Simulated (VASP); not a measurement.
Si2Sn, 6 atoms in the cell. It takes space group Imma (No. 74, orthorhombic). Conventional cell: a = 4.117 Å, b = 12.567 Å, c = 5.929 Å, α = 90.00°, β = 90.00°, γ = 90.00°. Within 3.2 Å of Si (site symmetry m) lie 3 Si at 2.39 to 2.44 Å and 1 Sn at 2.65 Å. Sn (site symmetry mm2) has 2 Si at 2.65 Å and 2 Sn at 2.81 Å within 3.5 Å. 

- Program: VASP 6.6.1
- Task: single point
- Functional: PBE
- Potentials or basis: VASP PAW PBE potentials, release 64 (Si, Sn_d)
- Cutoff: 520 eV
- k mesh: 10 × 10 × 10
- Occupations: gaussian, width 0.1 eV
- Spin: no spin polarisation
- Dipole correction: no
- Further INCAR settings: ALGO = Normal; EDIFF = 1e-06; NBANDS = 31

Potentials or basis: VASP PAW PBE potentials, release 64 (Si, Sn_d).

The run is started by

```bash
$ cat potpaw_PBE.64/Si/POTCAR potpaw_PBE.64/Sn_d/POTCAR > POTCAR
$ mpirun -np 1 vasp_std > vasp.out
```

Hardware: 1 thread of Intel(R) Xeon(R) 6975P-C (Granite Rapids), with other jobs on the host.

**Question.** How long does it take, and how much memory?

**Answer.** Wall time 15 min on 1 thread of Intel(R) Xeon(R) 6975P-C (Granite Rapids) (shared host), peak memory 0.84 GiB. Counts: scf iterations 12, k points 171.
